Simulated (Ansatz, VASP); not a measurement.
This is a calculation of CoO for VASP 6.6.1.

Contents of INCAR:

```
  ALGO = Normal
  EDIFF = 1E-6
  ENCUT = 520
  GGA = PS
  ISIF = 2
  ISMEAR = -1
  ISPIN = 2
  LASPH = True
  LCHARG = True
  LELF = True
  LMAXMIX = 4
  LORBIT = 11
  LREAL = False
  LVHAR = True
  LWAVE = False
  MAGMOM = 2 0
  NBANDS = 18
  NELM = 150
  PREC = Accurate
  SIGMA = 0.05
```

KPOINTS

```
k-points
0
Gamma
  10 10 10
```

POSCAR

```
CoO
1.0
    1.5914663644      0.9188335339      2.5492457344
   -1.5914663644      0.9188335339      2.5492457344
    0.0000000000     -1.8376670678      2.5492457344
Co O
1 1
Direct
    0.9989783200      0.9989783200      0.9989783200
    0.7510210300      0.7510210300      0.7510210300
```

Potentials or basis: VASP PAW PBE potentials, release 64 (Co, O).

Launch:

```sh
$ cat potpaw_PBE.64/Co/POTCAR potpaw_PBE.64/O/POTCAR > POTCAR
$ mpirun -np 1 vasp_std > vasp.out
```

Question: Set up the same calculation for Ansatz 0.2.0. Potentials there: all-electron LAPW, scalar-relativistic.

Answer: As run (the cutoff follows the program's own potentials):

File input.yaml:

```yaml
crystal:
  lattice:
    - [1.5914663644, 0.9188335339, 2.5492457344]
    - [-1.5914663644, 0.9188335339, 2.5492457344]
    - [0.0, -1.8376670678, 2.5492457344]
  atoms:
    - { symbol: Co, position: [0.99897832, 0.99897832, 0.99897832], spin: 2.0 }
    - { symbol: O, position: [0.75102103, 0.75102103, 0.75102103] }
kpoints:
  mp_grid: { grid: [10, 10, 10] }
scf:
  occupations: { method: fermi_dirac, width: 0.05 }
hamiltonian:
  xc: pbesol
  pseudopotentials: { kind: all_electron, lapw: { basis_error: 0.001 } }
magnetization:
  spin_polarized: true
output:
  forces: true
  stress: true
  eigenvalues: true
```

Potentials or basis: all-electron LAPW, scalar-relativistic.

The run is started by

```console
$ ansatz run input.yaml --threads 2 --pin off --max-ram 6144MiB --backend cpu --events-out ev --progress --plain --runs-dir out
```

Both were run:

|  | VASP | Ansatz | Ansatz less VASP |
| --- | --- | --- | --- |
| gap on the k mesh at the Fermi level (eV) | none | none | - |
| pressure (GPa) | -6.1 | -5.8 | +0.30 |
| traceless stress, the component that is largest in VASP (GPa) | 3.48 | 3.45 | -0.035 |
| rms of the force components (eV/Å) | 0.135 | 0.133 | -0.0023 |
| net moment per atom (μB) | 1.33 | 1.35 | +0.014 |
| size of the moment on the site where the two differ most (μB) | 0.29 | 0.30 | +0.010 |

VASP's potentials were made for PBE, not for PBEsol. Site moments also hang on the region over which each program counts them. Atom by atom the forces differ by 0.002 eV/Å (rms over components). A gap of «none» marks a metal or a gap that the smearing closes. Ansatz ran all-electron here, and VASP with PAW potentials.
